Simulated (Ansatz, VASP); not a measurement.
**GdN: VASP beside Ansatz**

The input INCAR:

```
SYSTEM = GdN
ALGO = Normal ; EDIFF = 1E-8
ENCUT = 520 ; GGA = PE
ISIF = 2 ; ISMEAR = -1
ISPIN = 2 ; LASPH = .TRUE.
LCHARG = .FALSE. ; LEFG = .TRUE.
LMAXMIX = 6 ; LORBIT = 11
LREAL = .FALSE. ; LWAVE = .FALSE.
MAGMOM = 7 0 ; NBANDS = 22
NELM = 150 ; PREC = Accurate
SIGMA = 0.03
```

Contents of KPOINTS:

```
k-points
0
G
  12 12 12
  0 0 0
```

POSCAR

```
GdN
1.0
    0.0000000000      2.6324067428      2.6324067428
    2.6324067428      0.0000000000      2.6324067428
    2.6324067428      2.6324067428      0.0000000000
Gd N
1 1
Direct
    0.0000000000      0.0000000000      0.0000000000
    0.2500000000      0.2500000000      0.2500000000
```

Input for Ansatz:

```yaml
crystal:
  lattice:
    - [0.0, 2.6324067428, 2.6324067428]
    - [2.6324067428, 0.0, 2.6324067428]
    - [2.6324067428, 2.6324067428, 0.0]
  atoms:
    - { symbol: Gd, position: [0.0, 0.0, 0.0], spin: 7.0 }
    - { symbol: "N", position: [0.25, 0.25, 0.25] }
magnetization:
  spin_polarized: true
kpoints:
  mp_grid: { grid: [12, 12, 12] }
scf:
  occupations: { method: fermi_dirac, width: 0.03 }
hamiltonian:
  xc: pbe
  pseudopotentials: { kind: all_electron, datasets: crystal }
output:
  forces: true
  stress: true
  eigenvalues: true
  efg: { contact_densities: true }
```

Change from the starting cell: volume scaled by 0.96, crystal datasets.

Alike in both runs: task electric field gradients; functional PBE; k mesh 12 × 12 × 12; occupations fermi-dirac, width 0.03 eV; collinear spin.

```csv
,VASP,Ansatz
version,VASP 6.6.1,Ansatz 0.2.0
potentials or method,"VASP PAW PBE potentials, release 64 (Gd, N), cutoff 520 eV","all-electron PAW with datasets made for the crystal, scalar-relativistic"
```

VASP gave:

| Quantity | Value |
| --- | --- |
| gap on the k mesh at the Fermi level (eV) | 1.20 |
| pressure (GPa) | 4.9 |
| net moment per atom (μB) | 3.50 |
| size of the moment on the site where the two differ most (μB) | 6.78 |

Which values does Ansatz return?

gap on the k mesh at the Fermi level (eV): 1.19; pressure (GPa): 4.7; net moment per atom (μB): 3.50; size of the moment on the site where the two differ most (μB): 6.77.

Site moments also hang on the region over which each program counts them. Ansatz ran all-electron here, and VASP with PAW potentials.

Spin-orbit coupling is off throughout.
